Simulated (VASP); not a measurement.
Write the native input for VASP 6.6.1 that does the following.

* Task: single point
* Functional: PBEsol
* Potentials or basis: VASP PAW PBE potentials, release 64 (Te, Sn_d)
* Cutoff: 520 eV
* k mesh: 6 × 6 × 6
* Occupations: fermi-dirac, width 0.05 eV
* Spin: no spin polarisation
* Dipole correction: no
* Further INCAR settings: ALGO = Fast; EDIFF = 1e-06; NBANDS = 32

The structure of Sn3Te lies in POSCAR:

```
Sn3Te
1.0
    4.8656220000      0.0000000000      0.0000000000
    0.0000000000      4.8656220000      0.0000000000
    0.0000000000      0.0000000000      4.8656220000
Te Sn
1 3
Direct
    0.0067300000     -0.0114230000     -0.0033600000
   -0.0010980000      0.5041850000      0.4988960000
    0.5015660000      0.0064040000      0.4997800000
    0.4899280000      0.5046890000     -0.0012030000
```

This cell differs from its parent crystal: atoms moved at random.

These files were run (other wordings do the same):

INCAR

```
SYSTEM = Sn3Te
PREC = Accurate
ENCUT = 520
EDIFF = 1E-6
ISMEAR = -1
SIGMA = 0.05
LREAL = .FALSE.
LASPH = .TRUE.
NELM = 100
ALGO = Fast
ISIF = 2
LWAVE = .FALSE.
LCHARG = .FALSE.
GGA = PS
NBANDS = 32
```

KPOINTS

```
regular mesh
0
G
  6 6 6
  0 0 0
```

Potentials or basis: VASP PAW PBE potentials, release 64 (Te, Sn_d).

The run is started by

```sh
$ cat potpaw_PBE.64/Te/POTCAR potpaw_PBE.64/Sn_d/POTCAR > POTCAR
$ mpirun -np 1 vasp_std > vasp.out
```

Results of the run:

The pressure is -2.3 GPa and the largest force is 0.092 eV/Å. The band gap on the k mesh is zero (bands 24 and 25 overlap by 3.22 eV).

Caveat: the cell differs from its parent crystal (atoms moved at random); the PAW data sets were made with another functional, which shifts forces and pressure a little; spin-orbit coupling is left out, which moves the levels of the heavy elements.

Wall time 8.3 min on 1 thread of Intel Xeon 8259CL, on a shared host, peak memory 0.45 GiB.
